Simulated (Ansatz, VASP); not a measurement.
# NiSb: VASP beside Ansatz

```xyz
4
Lattice="3.9280 0.0000 0.0000 -1.9640 3.4017 0.0000 0.0000 0.0000 5.1200" Properties=species:S:1:pos:R:3 pbc="T T T"
Ni    0.0000    0.0000    0.0000
Ni    0.0000    0.0000    2.5600
Sb    0.0000    2.2678    1.2800
Sb    1.9640    1.1339    3.8400
```

Alike in both runs: task single point; functional r2SCAN; k mesh 12 × 12 × 8; occupations gaussian, width 0.05 eV; collinear spin.

```csv
,VASP,Ansatz
version,VASP 6.6.1,Ansatz 0.2.0
potentials or method,"VASP PAW PBE potentials, release 64 (Ni, Sb), cutoff 520 eV","scalar-relativistic, plane waves, PAW"
valence electrons in the cell,30,66
```

Ansatz gave:

- gap on the k mesh at the Fermi level (eV): none
- pressure (GPa): 0.2
- traceless stress, the component that is largest in VASP (GPa): 0.01
- net moment per atom (μB): 0.00

Task: Which values does VASP return?

Result: gap on the k mesh at the Fermi level (eV): none; pressure (GPa): 0.2; traceless stress, the component that is largest in VASP (GPa): 0.09; net moment per atom (μB): 0.00.

VASP's potentials were made for PBE, not for r2SCAN. A gap of «none» marks a metal or a gap that the smearing closes. VASP's potentials hold 30 valence electrons a cell and Ansatz's 66, so a difference there can come from the potentials and not from the codes. Ansatz's warnings: no starting moments.

Neither program's run includes spin-orbit coupling.
